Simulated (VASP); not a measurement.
Runs of VASP 6.6.1 on Be2ZnSe3. The structure is that of space group P3m1 (No. 156), or close to it. The cells are those of the table. 

```tsv
cell	k mesh	smearing	gap on the mesh (eV)	pressure (GPa)	largest force (eV/Å)
a = 3.919, b = 3.919, c = 9.607 Å, angles 90.0, 90.0, 120.0°, 6 atoms	12 × 12 × 4	gaussian 0.02 eV	2.12	-5.2	0.01
a = 3.790, b = 3.790, c = 9.341 Å, angles 90.0, 90.0, 120.0°, 6 atoms	12 × 12 × 4	gaussian 0.02 eV	2.36	0.2	0.02
a = 3.830, b = 3.830, c = 9.419 Å, angles 90.0, 90.0, 120.0°, 6 atoms	12 × 12 × 4	gaussian 0.02 eV	(b)	-1.7	0.01
a = 3.790, b = 3.790, c = 9.341 Å, angles 90.0, 90.0, 120.0°, 6 atoms	6 × 6 × 2	gaussian 0.1 eV	2.36	0.2	0.02
a = 3.869, b = 3.869, c = 9.501 Å, angles 90.0, 90.0, 120.0°, 6 atoms	12 × 12 × 4	gaussian 0.02 eV	(a)	-3.3	0.01
```

Alike in all rows: task single point; level PBE; potentials or basis VASP PAW PBE potentials, release 64 (Be, Zn, Se); no spin polarisation; cutoff (eV) 520.

**Question.** Fill in the values left out.

**Answer.** (a) 2.28; (b) 2.40.

A k mesh can miss the band edges, and the runs leave out spin-orbit coupling on Se.
